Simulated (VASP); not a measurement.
## Cr: single point with LDA

Cr:

```
Cr
1.0
    -1.17606    1.17606    1.17606
     1.17606   -1.17606    1.17606
     1.17606    1.17606   -1.17606
Cr
1
Direct
  0.00000 0.00000 0.00000
```

- Program: VASP 6.6.1
- Task: single point
- Functional: LDA
- Potentials or basis: VASP PAW LDA potentials, release 64 (Cr_pv)
- Cutoff: 520 eV
- k mesh: 21 × 21 × 21
- Occupations: fermi-dirac, width 0.1 eV
- Spin: collinear spin, ferromagnetic start
- Starting moments: [2.0] μB
- Dipole correction: no
- Further INCAR settings: ALGO = Normal; EDIFF = 1e-06; NBANDS = 16

```json
{
  "Pressure": "440.4 GPa",
  "Band gap on the k mesh": "zero (filled and empty bands overlap)",
  "Net moment": "0.00 μB per cell"
}
```

Levels at points of the mesh, in eV from the Fermi level:
Spin up:
| k point | band 3 | band 4 | band 5 | band 6 | band 7 | band 8 | band 9 | band 10 |
| --- | --- | --- | --- | --- | --- | --- | --- | --- |
| (0.00, 0.00, 0.00) | -41.29 | -8.57 | -2.42 | -2.42 | -2.42 | 1.74 | 1.74 | 5.65 |
Spin down:
```csv
k point,band 4,band 5,band 6,band 7,band 8,band 9
"(0.00, 0.00, 0.00)",-8.57,-2.42,-2.42,-2.42,1.74,1.74
```

It took 50 s on 1 thread of Intel Xeon 8259CL, with other jobs on the host, peak memory 0.15 GiB.

Caveat: the cell stands under pressure.
